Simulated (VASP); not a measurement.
# BN (Fm-3m) in VASP: notebook, part 2 of 3

VASP 6.6.1. Earlier steps stand in the parts before.

### 3 Single point, PBE (volume changed by -6%)

Input file INCAR:

```
ALGO     = Normal         # electronic algorithm
EDIFF    = 1E-6           # SCF threshold, eV
ENCUT    = 520            # plane-wave cutoff, eV
GGA      = PE             # functional
ISIF     = 2              # what is computed and relaxed
ISMEAR   = 0              # smearing method
LASPH    = True           # aspherical terms in the spheres
LCHARG   = False          # write CHGCAR
LREAL    = False          # projectors in reciprocal space
LWAVE    = False          # write WAVECAR
NBANDS   = 11             # bands
NELM     = 60             # most SCF steps
PREC     = Accurate       # precision mode
SIGMA    = 0.01           # smearing width, eV
```

Input file KPOINTS:

```
k-points
0
Gamma
  10 10 10
```

Input file POSCAR:

```
BN
1.0
    0.0000000000      1.7159835709      1.7159835709
    1.7159835709      0.0000000000      1.7159835709
    1.7159835709      1.7159835709      0.0000000000
B N
1 1
Direct
    0.0000000000      0.0000000000      0.0000000000
    0.5000000000      0.5000000000      0.5000000000
```

Potentials or basis: VASP PAW PBE potentials, release 64 (B, N).

Started as:

```bash
cat potpaw_PBE.64/B/POTCAR potpaw_PBE.64/N/POTCAR > POTCAR
mpirun -np 1 vasp_std > vasp.out
```

OUTCAR:

```text
EDIFF = 1E-6
   ENCUT = 520
   GGA = PE
   ISIF = 2
   ISMEAR = 0
   LASPH = True
   LREAL = False
   NELM = 60
   PREC = Accurate

 ion  position               nearest neighbor table
   1  0.000  0.000  0.000-   2 1.72   2 1.72   2 1.72   2 1.72   2 1.72   2 1.72
   2  0.500  0.500  0.500-   1 1.72   1 1.72   1 1.72   1 1.72   1 1.72   1 1.72

  LATTYP: Found a face centered cubic cell.
 ALAT       =     3.4319671418

  Lattice vectors:

 A1 = (   0.0000000000,   1.7159835709,   1.7159835709)
 A2 = (   1.7159835709,   0.0000000000,   1.7159835709)
 A3 = (   1.7159835709,   1.7159835709,   0.0000000000)

Analysis of symmetry for initial positions (statically):
=====================================================================
 Subroutine PRICEL returns:
 Original cell was already a primitive cell.

 Routine SETGRP: Setting up the symmetry group for a
 face centered cubic supercell.

 Subroutine GETGRP returns: Found 48 space group operations
 (whereof 48 operations were pure point group operations)
 out of a pool of 48 trial point group operations.

The static configuration has the point symmetry O_h .

Analysis of symmetry for dynamics (positions and initial velocities):
=====================================================================
 Subroutine PRICEL returns:
 Original cell was already a primitive cell.

 Routine SETGRP: Setting up the symmetry group for a
 face centered cubic supercell.

 Subroutine GETGRP returns: Found 48 space group operations
 (whereof 48 operations were pure point group operations)
 out of a pool of 48 trial point group operations.

The dynamic configuration has the point symmetry O_h .

 Subroutine INISYM returns: Found 48 space group operations
 (whereof 48 operations are pure point group operations),
 and found     1 'primitive' translations

----------------------------------------------------------------------------------------

                                     Primitive cell

  volume of cell :      10.1058

  direct lattice vectors                    reciprocal lattice vectors
     0.000000000  1.715983571  1.715983571    -0.291378081  0.291378081  0.291378081
     1.715983571  0.000000000  1.715983571     0.291378081 -0.291378081  0.291378081
     1.715983571  1.715983571  0.000000000     0.291378081  0.291378081 -0.291378081

  length of vectors
     2.426767239  2.426767239  2.426767239     0.504681641  0.504681641  0.504681641

  position of ions in fractional coordinates (direct lattice)
     0.000000000  0.000000000  0.000000000
     0.500000000  0.500000000  0.500000000

  ion indices of the primitive-cell ions
   primitive index   ion index
                 1           1
                 2           2

----------------------------------------------------------------------------------------

 KPOINTS: k-points

Automatic generation of k-mesh.
 Grid dimensions read from file:
 generate k-points for:   10   10   10

 Generating k-lattice:

  Cartesian coordinates                     Fractional coordinates (reciprocal lattice)
    -0.029137808  0.029137808  0.029137808     0.100000000  0.000000000  0.000000000
     0.029137808 -0.029137808  0.029137808     0.000000000  0.100000000  0.000000000
     0.029137808  0.029137808 -0.029137808     0.000000000  0.000000000  0.100000000

  Length of vectors
[... 38 lines left out ...]
   number of dos      NEDOS =    301   number of ions     NIONS =      2
   total plane-waves  NPLWV =   5832
   dimension x,y,z NGX =    18 NGY =   18 NGZ =   18
   dimension x,y,z NGXF=    36 NGYF=   36 NGZF=   36
   ions per type =               1   1
   NGX,Y,Z   is equivalent  to a cutoff of  12.33, 12.33, 12.33 a.u.
   NGXF,Y,Z  is equivalent  to a cutoff of  24.66, 24.66, 24.66 a.u.
 SYSTEM =  unknown system
   PREC   = accura    normal or accurate (medium, high low for compatibility)
   ISTART =      0    job   : 0-new  1-cont  2-samecut
   ICHARG =      2    charge: 1-file 2-atom 10-const
   ISPIN  =      1    spin polarized calculation?
   LNONCOLLINEAR =      F non collinear calculations
   LSORBIT =      F    spin-orbit coupling
   LASPH  =      T    aspherical Exc in radial PAW
   ENCUT  =  520.0 eV  38.22 Ry    6.18 a.u.   4.51  4.51  4.51*2*pi/ulx,y,z
   NELM   =     60;   NELMIN=  2; NELMDL= -5     # of ELM steps
   EDIFF  = 0.1E-05   stopping-criterion for ELM
   LREAL  =      F    real-space projection
   EDIFFG = 0.1E-04   stopping-criterion for IOM
   NSW    =      0    number of steps for IOM
   IBRION =     -1    ionic relax: 0-MD 1-quasi-New 2-CG
   NFREE  =      0    steps in history (QN), initial steepest desc. (CG)
   ISIF   =      2    stress and relaxation
   ISYM   =      2    0-nonsym 1-usesym 2-fastsym
   POTIM  = 0.5000    time-step for ionic-motion
   TEBEG  =    0.0;   TEEND  =   0.0 temperature during run
   PSTRESS=    0.0 pullay stress
   NELECT =       8.0000    total number of electrons
   NUPDOWN=      -1.0000    fix difference up-down
   EMIN   =  10.00;   EMAX   =-10.00  energy-range for DOS
   EFERMI =   0.00;   METHOD = LEGACY
   ISMEAR =     0;   SIGMA  =   0.01  broadening in eV -4-tet -1-fermi 0-gaus
   EFERMI_NEDOS =   21; number of points for ismear=-14 and -15
   IALGO  =     38    algorithm
   IMIX   =      4    mixing-type and parameters
     AMIX     =   0.40;   BMIX     =  1.00
     AMIX_MAG =   1.60;   BMIX_MAG =  1.00
  volume/ion in A,a.u.               =       5.05        34.10
  Fermi-wavevector in a.u.,A,eV,Ry     =   1.514427  2.861852 31.204818  2.293489
  Thomas-Fermi vector in A             =   2.624086
   LORBIT       =      0    0 simple, 1 ext, 2 COOP (PROOUT), +10 PAW based schemes
   GGA     = PE    functional components
   LHFCALC =     F    Hartree Fock is set to
   AEXX    =    0.0000 exact exchange contribution
   IVDW    =     0    specifies the selected vdW correction
   LEPSILON=     F    determine dielectric tensor
   LRPA    =     F    only Hartree local field effects (RPA)
 non-spin polarized calculation
 Gauss-broadening in eV      SIGMA  =   0.01
  energy-cutoff  :      520.00
  volume of cell :       10.11
 maximum number of plane-waves:       286
 NGX is ok and might be reduce to    18
   NGX =  9   NGY =  9   NGZ =  9

 number of electron       7.9999998 magnetization

 Free energy of the ion-electron system (eV)
  ---------------------------------------------------
  ext. energy  EPLUGINS =         0.00000000
  ---------------------------------------------------
  free energy    TOTEN  =       -13.89346827 eV

  energy without entropy =      -13.89346827  energy(sigma->0) =      -13.89346827

 E-fermi :  11.1288     XC(G=0): -14.0206

 val. band max:       11.0654102475   @ k =  -0.2000   0.1000   0.0000
 cond. band min:      12.8053065982   @ k =   0.5000   0.5000   0.0000
 fundamental gap:      1.7398963506
 Fermi energy:        11.1287794886

 k-point     1 :       0.0000    0.0000    0.0000
  band No.  band energies     occupation
      1     -12.0754      2.00000
      2      10.2491      2.00000
      3      10.2491      2.00000
      4      10.2491      2.00000
      5      21.5046      0.00000
      6      23.7892      0.00000
      7      23.7892      0.00000
      8      23.7892      0.00000
      9      30.0423      0.00000
     10      30.0423      0.00000
     11      30.0423      0.00000
[... 309 lines left out ...]
 k-point    24 :       0.4000    0.3000    0.0000
  band No.  band energies     occupation
      1      -7.2140      2.00000
      2       3.1845      2.00000
      3       5.6073      2.00000
      4       6.2293      2.00000
      5      13.9679      0.00000
      6      21.8694      0.00000
      7      24.8714      0.00000
      8      25.3879      0.00000
      9      26.8503      0.00000
     10      44.2473      0.00000
     11      45.1549      0.00000

 [... further k-points ...]

------------------------ aborting loop because EDIFF is reached ----------------------------------------

  FORCE on cell =-STRESS in cart. coord.  units (eV):
  Direction    XX          YY          ZZ          XY          YZ          ZX
  --------------------------------------------------------------------------------------
  -------------------------------------------------------------------------------------
  Total        1.6740748      1.6740748      1.6740748     -0.0000000     -0.0000000      0.0000000
  in kB      265.4092531    265.4092531    265.4092531     -0.0000000     -0.0000000      0.0000000
  external PRESSURE =     265.4092531 kB  Pullay stress =       0.0000000 kB

 VOLUME and BASIS-vectors are now :
 -----------------------------------------------------------------------------
  energy-cutoff  :      520.00
  volume of cell :       10.11
      direct lattice vectors                 reciprocal lattice vectors
     0.000000000  1.715983571  1.715983571    -0.291378081  0.291378081  0.291378081
     1.715983571  0.000000000  1.715983571     0.291378081 -0.291378081  0.291378081
     1.715983571  1.715983571  0.000000000     0.291378081  0.291378081 -0.291378081

 POSITION                                       TOTAL-FORCE (eV/Angst)
 -----------------------------------------------------------------------------------
      0.00000      0.00000      0.00000        -0.000000     -0.000000      0.000000
      1.71598      1.71598      1.71598         0.000000      0.000000     -0.000000
 -----------------------------------------------------------------------------------
    total drift:                               -0.000000     -0.000000     -0.000000

  FREE ENERGIE OF THE ION-ELECTRON SYSTEM (eV)
  ---------------------------------------------------
  free  energy   TOTEN  =       -13.8934682714 eV

  energy  without entropy=      -13.8934682714  energy(sigma->0) =      -13.89346827
```

Run time: 3.6 s. Hardware: 1 thread of Intel Xeon Platinum 8488C (Sapphire Rapids), shared host; peak memory 0.11 GiB.

What came out:

```yaml
Free_energy: -13.8935 eV
Pressure: 26.5 GPa
Band_gap_on_the_k_mesh: 1.74 eV, indirect (least direct gap 6.04 eV)
```

 A k mesh can miss the band edges.

[end of part 2 of 3]
